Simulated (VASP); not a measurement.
A run of VASP 6.6.1 is set up as follows.

INCAR

```
SYSTEM = MgO
PREC = Accurate
ENCUT = 520
EDIFF = 1E-6
ISMEAR = 0
SIGMA = 0.05
LREAL = .False.
LASPH = .True.
NELM = 80
ALGO = Normal
ISIF = 2
LWAVE = .False.
LCHARG = .True.
GGA = PS
LELF = .True.
LVHAR = .True.
NBANDS = 11
```

The input KPOINTS:

```
regular mesh
0
Gamma
  10 10 10
  0 0 0
```

POSCAR

```
MgO
1.0
    0.0000000000      2.1351500000      2.1351500000
    2.1351500000      0.0000000000      2.1351500000
    2.1351500000      2.1351500000      0.0000000000
Mg O
1 1
Direct
    0.0000000000      0.0000000000      0.0000000000
    0.4941456104      0.4941456104      0.5058543896
```

Potentials or basis: VASP PAW PBE potentials, release 64 (Mg, O).

Run with:

```console
$ cat potpaw_PBE.64/Mg/POTCAR potpaw_PBE.64/O/POTCAR > POTCAR
$ mpirun -np 1 vasp_std > vasp.out
```

(1) Predict the band gap on the k mesh.

(2) What does it give for the largest force?

(3) Estimate the pressure.

## Answers

(1) 4.25 eV, direct.

(2) 0.111 eV/Å.

(3) -6.3 GPa.

Caveat: the cell differs from its parent crystal (all O atoms moved +0.025 Å, as atom 2 towards its neighbour atom 1 (Mg) at 2.135 Å); the PAW data sets were made with another functional, which shifts forces and pressure a little.
